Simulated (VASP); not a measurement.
# TePb (Fm-3m) in VASP: settings compared

The runs below take TePb through single point, with PBE, r2SCAN, HSE06.

Program: VASP 6.6.1. These are calculated values, not measurements. Logs are shortened: lines on timing, memory, paths and dates and some standing lists are left out, and cuts for length are marked.

## Step 1: The cell of the first run

The structure is cubic, space group Fm-3m (No. 225). Conventional cell: a = 6.421 Å, b = 6.421 Å, c = 6.421 Å, α = 90.00°, β = 90.00°, γ = 90.00°. Pb (site symmetry m-3m) has 6 Te at 3.21 Å within 4.2 Å. Within 4.2 Å of Te (site symmetry m-3m) lie 6 Pb at 3.21 Å.

## Step 2: Single point, PBE (strain -1.8%)

Input file INCAR:

```
PREC = Accurate ; ENCUT = 520
EDIFF = 1E-6 ; ISMEAR = -1
SIGMA = 0.02 ; LREAL = False
LASPH = True ; NELM = 60
ALGO = Normal ; ISIF = 2
LWAVE = False ; LCHARG = False
GGA = PE ; NBANDS = 17
```

Input file KPOINTS:

```
Automatic mesh
0
Gamma
  8 8 8
```

Input file POSCAR:

```
TePb
1.0
    0.0000000000      3.2103229127      3.2103229127
    3.2103229127      0.0000000000      3.2103229127
    3.2103229127      3.2103229127      0.0000000000
Pb Te
1 1
Direct
    0.0000000000      0.0000000000      0.0000000000
    0.5000000000      0.5000000000      0.5000000000
```

Potentials or basis: VASP PAW PBE potentials, release 64 (Pb_d, Te).

The run is started by

```sh
$ cat potpaw_PBE.64/Pb_d/POTCAR potpaw_PBE.64/Te/POTCAR > POTCAR
$ mpirun -np 1 vasp_std > vasp.out
```

OUTCAR:

```text
PREC = Accurate
   ENCUT = 520
   EDIFF = 1E-6
   ISMEAR = -1
   LREAL = False
   LASPH = True
   NELM = 60
   ISIF = 2
   GGA = PE

 ion  position               nearest neighbor table
   1  0.000  0.000  0.000-   2 3.21   2 3.21   2 3.21   2 3.21   2 3.21   2 3.21
   2  0.500  0.500  0.500-   1 3.21   1 3.21   1 3.21   1 3.21   1 3.21   1 3.21

  LATTYP: Found a face centered cubic cell.
 ALAT       =     6.4206458254

  Lattice vectors:

 A1 = (   0.0000000000,   3.2103229127,   3.2103229127)
 A2 = (   3.2103229127,   0.0000000000,   3.2103229127)
 A3 = (   3.2103229127,   3.2103229127,   0.0000000000)

Analysis of symmetry for initial positions (statically):
=====================================================================
 Subroutine PRICEL returns:
 Original cell was already a primitive cell.

 Routine SETGRP: Setting up the symmetry group for a
 face centered cubic supercell.

 Subroutine GETGRP returns: Found 48 space group operations
 (whereof 48 operations were pure point group operations)
 out of a pool of 48 trial point group operations.

The static configuration has the point symmetry O_h .

Analysis of symmetry for dynamics (positions and initial velocities):
=====================================================================
 Subroutine PRICEL returns:
 Original cell was already a primitive cell.

 Routine SETGRP: Setting up the symmetry group for a
 face centered cubic supercell.

 Subroutine GETGRP returns: Found 48 space group operations
 (whereof 48 operations were pure point group operations)
 out of a pool of 48 trial point group operations.

The dynamic configuration has the point symmetry O_h .

 Subroutine INISYM returns: Found 48 space group operations
 (whereof 48 operations are pure point group operations),
 and found     1 'primitive' translations

----------------------------------------------------------------------------------------

                                     Primitive cell

  volume of cell :      66.1723

  direct lattice vectors                    reciprocal lattice vectors
     0.000000000  3.210322913  3.210322913    -0.155747572  0.155747572  0.155747572
     3.210322913  0.000000000  3.210322913     0.155747572 -0.155747572  0.155747572
     3.210322913  3.210322913  0.000000000     0.155747572  0.155747572 -0.155747572

  length of vectors
     4.540082203  4.540082203  4.540082203     0.269762708  0.269762708  0.269762708

  position of ions in fractional coordinates (direct lattice)
     0.000000000  0.000000000  0.000000000
[... 77 lines left out ...]
   NELM   =     60;   NELMIN=  2; NELMDL= -5     # of ELM steps
   EDIFF  = 0.1E-05   stopping-criterion for ELM
   LREAL  =      F    real-space projection
   EDIFFG = 0.1E-04   stopping-criterion for IOM
   NSW    =      0    number of steps for IOM
   IBRION =     -1    ionic relax: 0-MD 1-quasi-New 2-CG
   NFREE  =      0    steps in history (QN), initial steepest desc. (CG)
   ISIF   =      2    stress and relaxation
   ISYM   =      2    0-nonsym 1-usesym 2-fastsym
   POTIM  = 0.5000    time-step for ionic-motion
   TEBEG  =    0.0;   TEEND  =   0.0 temperature during run
   PSTRESS=    0.0 pullay stress
   NELECT =      20.0000    total number of electrons
   NUPDOWN=      -1.0000    fix difference up-down
   EMIN   =  10.00;   EMAX   =-10.00  energy-range for DOS
   EFERMI =   0.00;   METHOD = LEGACY
   ISMEAR =    -1;   SIGMA  =   0.02  broadening in eV -4-tet -1-fermi 0-gaus
   EFERMI_NEDOS =   21; number of points for ismear=-14 and -15
   IALGO  =     38    algorithm
   IMIX   =      4    mixing-type and parameters
     AMIX     =   0.40;   BMIX     =  1.00
     AMIX_MAG =   1.60;   BMIX_MAG =  1.00
  volume/ion in A,a.u.               =      33.09       223.28
  Fermi-wavevector in a.u.,A,eV,Ry     =   1.098650  2.076148 16.422671  1.207032
  Thomas-Fermi vector in A             =   2.235031
   LORBIT       =      0    0 simple, 1 ext, 2 COOP (PROOUT), +10 PAW based schemes
   GGA     = PE    functional components
   LHFCALC =     F    Hartree Fock is set to
   AEXX    =    0.0000 exact exchange contribution
   IVDW    =     0    specifies the selected vdW correction
   LEPSILON=     F    determine dielectric tensor
   LRPA    =     F    only Hartree local field effects (RPA)
 non-spin polarized calculation
  energy-cutoff  :      520.00
  volume of cell :       66.17
 maximum number of plane-waves:      1812
 NGX is ok and might be reduce to    36
   NGX = 17   NGY = 17   NGZ = 17

 number of electron      20.0000000 magnetization

 Free energy of the ion-electron system (eV)
  ---------------------------------------------------
  ext. energy  EPLUGINS =         0.00000000
  ---------------------------------------------------
  free energy    TOTEN  =        -7.48031228 eV

  energy without entropy =       -7.48031228  energy(sigma->0) =       -7.48031228

 E-fermi :   6.2297     XC(G=0):  -9.3874

 val. band max:        5.8831398026   @ k =   0.5000   0.0000   0.0000
 cond. band min:       6.5761062336   @ k =   0.5000   0.0000   0.0000
 fundamental gap:      0.6929664310
 Fermi energy:         6.2297436496

 k-point     1 :       0.0000    0.0000    0.0000
  band No.  band energies     occupation
      1     -10.8773      2.00000
      2     -10.8773      2.00000
      3     -10.8666      2.00000
      4     -10.8666      2.00000
      5     -10.8666      2.00000
      6      -6.3047      2.00000
[... 457 lines left out ...]
      4     -10.8539      2.00000
      5     -10.8450      2.00000
      6      -4.6147      2.00000
[... 9 lines left out ...]
     16      15.6877      0.00000
     17      16.0061      0.00000

 [... further k-points ...]

------------------------ aborting loop because EDIFF is reached ----------------------------------------

  FORCE on cell =-STRESS in cart. coord.  units (eV):
  Direction    XX          YY          ZZ          XY          YZ          ZX
  --------------------------------------------------------------------------------------
  -------------------------------------------------------------------------------------
  Total        1.2543062      1.2543062      1.2543062      0.0000000      0.0000000      0.0000000
  in kB       30.3695257     30.3695257     30.3695257      0.0000000      0.0000000      0.0000000
  external PRESSURE =      30.3695257 kB  Pullay stress =       0.0000000 kB

 VOLUME and BASIS-vectors are now :
 -----------------------------------------------------------------------------
  energy-cutoff  :      520.00
  volume of cell :       66.17
      direct lattice vectors                 reciprocal lattice vectors
     0.000000000  3.210322913  3.210322913    -0.155747572  0.155747572  0.155747572
     3.210322913  0.000000000  3.210322913     0.155747572 -0.155747572  0.155747572
     3.210322913  3.210322913  0.000000000     0.155747572  0.155747572 -0.155747572

 POSITION                                       TOTAL-FORCE (eV/Angst)
 -----------------------------------------------------------------------------------
      0.00000      0.00000      0.00000        -0.000000      0.000000      0.000000
      3.21032      3.21032      3.21032         0.000000     -0.000000      0.000000
 -----------------------------------------------------------------------------------
    total drift:                               -0.000000      0.000000      0.000000

  FREE ENERGIE OF THE ION-ELECTRON SYSTEM (eV)
  ---------------------------------------------------
  free  energy   TOTEN  =        -7.4803122832 eV

  energy  without entropy=       -7.4803122829  energy(sigma->0) =       -7.48031228
```

stdout:

```text
POSCAR found type information on POSCAR PbTe
 POSCAR found :  2 types and       2 ions
 scaLAPACK will be used
 LDA part: xc-table for (Slater+PW92), standard interpolation
 POSCAR, INCAR and KPOINTS ok, starting setup
 FFT: planning ... GRIDC
 FFT: planning ... GRID_SOFT
 FFT: planning ... GRID
 WAVECAR not read
 entering main loop
```

It took 55 s on 1 thread of AMD EPYC 7R13, shared host; peak memory 0.18 GiB.

What came out:

```yaml
Free_energy: -7.4803 eV
Pressure: 3.0 GPa
Band_gap_on_the_k_mesh: 0.69 eV
```

Caveat: the cell differs from its parent crystal (strain -1.8%); the cell stands under pressure; the structure was generated, so it needn't be the stable form of TePb; spin-orbit coupling is left out, which moves the levels of the heavy elements.

## Step 3: Single point, r2SCAN (strain -1.8%)

POSCAR is that of step 2.

Input file INCAR.step1:

```
  ALGO = Normal
  EDIFF = 1E-4
  ENCUT = 520
  GGA = PE
  ISMEAR = 0
  LASPH = True
  LCHARG = False
  LREAL = False
  LWAVE = True
  NBANDS = 17
  NELM = 100
  PREC = Accurate
  SIGMA = 0.01
```

Input file INCAR.step2:

```
  ALGO = Normal
  EDIFF = 1E-7
  ENCUT = 520
  ISIF = 2
  ISMEAR = 0
  ISTART = 1
  LASPH = True
  LCHARG = True
  LELF = True
  LMIXTAU = True
  LREAL = False
  LVHAR = True
  LWAVE = False
  METAGGA = R2SCAN
  NBANDS = 17
  NELM = 100
  PREC = Accurate
  SIGMA = 0.01
```

Input file KPOINTS:

```
k-points
0
Gamma
  8 8 8
```

Potentials or basis: VASP PAW PBE potentials, release 64 (Pb_d, Te).

The run is started by

```sh
$ cat potpaw_PBE.64/Pb_d/POTCAR potpaw_PBE.64/Te/POTCAR > POTCAR
$ cp INCAR.step1 INCAR
$ mpirun -np 1 vasp_std > vasp.out
$ cp INCAR.step2 INCAR
$ mpirun -np 1 vasp_std > vasp.out
```

Run time: 6.1 min. Hardware: 1 thread of AMD EPYC 7R13, shared host; peak memory 0.2 GiB.

Results (log left out):

```
Free energy            : -82.6785 eV
Pressure               : 2.5 GPa
Band gap on the k mesh : 0.98 eV
```

Levels at points of the mesh, in eV from the valence-band top:
| k point | band 7 | band 8 | band 9 | band 10 | band 11 | band 12 | band 13 | band 14 |
| --- | --- | --- | --- | --- | --- | --- | --- | --- |
| (0.00, 0.00, 0.00) | -5.59 | -1.59 | -1.59 | -1.59 | 4.36 | 4.36 | 4.36 | 6.12 |
| (0.50, 0.00, 0.00) | -9.02 | -1.10 | -1.10 | 0.00 | 0.98 | 1.35 | 1.35 | 8.96 |
| (0.50, 0.50, 0.00) | -7.55 | -4.87 | -3.11 | -3.11 | 3.48 | 5.89 | 5.89 | 7.28 |

Caveat: the cell differs from its parent crystal (strain -1.8%); the structure was generated, so it needn't be the stable form of TePb; the PAW data sets were made with another functional, which shifts forces and pressure a little; spin-orbit coupling is left out, which moves the levels of the heavy elements.

## Step 4: Single point, HSE06 (strain -1.8%)

POSCAR is that of step 3.

Input file INCAR.step1:

```
SYSTEM = TePb
PREC = Accurate
ENCUT = 520
EDIFF = 1E-5
ISMEAR = 0
SIGMA = 0.01
LREAL = .False.
LASPH = .True.
NELM = 100
ALGO = Normal
ISIF = 2
LWAVE = .True.
GGA = PE
NBANDS = 17
```

Input file INCAR.step2:

```
SYSTEM = TePb
PREC = Accurate
ENCUT = 520
EDIFF = 1E-6
ISMEAR = 0
SIGMA = 0.01
LREAL = .False.
LASPH = .True.
NELM = 100
ALGO = Normal
ISIF = 2
LWAVE = .False.
LCHARG = .True.
GGA = PE
LHFCALC = .True.
HFSCREEN = 0.2079
PRECFOCK = Normal
LELF = .True.
LVHAR = .True.
ISTART = 1
NBANDS = 17
```

Input file KPOINTS:

```
regular mesh
0
Gamma
  6 6 6
  0 0 0
```

The run is started by

```sh
$ cat potpaw_PBE.64/Pb_d/POTCAR potpaw_PBE.64/Te/POTCAR > POTCAR
$ cp INCAR.step1 INCAR
$ mpirun -np 1 vasp_std > vasp.out
$ cp INCAR.step2 INCAR
$ mpirun -np 1 vasp_std > vasp.out
```

Run time: 1.7 h. Hardware: 1 thread of Intel Xeon Platinum 8259CL at 2.50GHz (Skylake/Cascade Lake), shared host; peak memory 0.35 GiB.

It converged, with:

```
Free energy            : -8.9606 eV
Pressure               : 1.9 GPa
Band gap on the k mesh : 1.02 eV
```

Levels at points of the mesh, in eV from the valence-band top:
```csv
k point,band 7,band 8,band 9,band 10,band 11,band 12,band 13,band 14
"(0.00, 0.00, 0.00)",-5.89,-1.69,-1.69,-1.69,4.76,4.76,4.76,6.30
"(0.50, 0.00, 0.00)",-9.54,-1.20,-1.20,0.00,1.02,1.57,1.57,9.16
"(0.50, 0.50, 0.00)",-7.91,-5.27,-3.33,-3.33,3.59,6.33,6.33,7.70
```

Caveat: the cell differs from its parent crystal (strain -1.8%); the structure was generated, so it needn't be the stable form of TePb; the PAW data sets were made with another functional, which shifts forces and pressure a little; spin-orbit coupling is left out, which moves the levels of the heavy elements. A k mesh can miss the band edges.

## Step 5: Overview

| level | k mesh | smearing | grid for exact exchange (PRECFOCK) | share of exact exchange | screening parameter | gap on the mesh (eV) | pressure (GPa) |
| --- | --- | --- | --- | --- | --- | --- | --- |
| PBE | 8 × 8 × 8 | fermi-dirac 0.02 eV | - | - | - | 0.69 | 3.0 |
| r2SCAN | 8 × 8 × 8 | gaussian 0.01 eV | - | - | - | 0.98 | 2.5 |
| HSE06 | 6 × 6 × 6 | gaussian 0.01 eV | Normal | 0.25 | 0.2079 1/Å | 1.02 | 1.9 |

Alike in all rows: task single point; potentials or basis VASP PAW PBE potentials, release 64 (Pb_d, Te); no spin polarisation; cell as given; cutoff (eV) 520.

Caveats: the structure was generated, so it needn't be the stable form of TePb; spin-orbit coupling is left out, which moves the levels of the heavy elements; the PAW data sets were made with another functional, which shifts forces and pressure a little (at least some runs); the cell stands under pressure (at least some runs).

Total energies depend on the potentials used, so only differences within one code and one set of settings carry meaning.
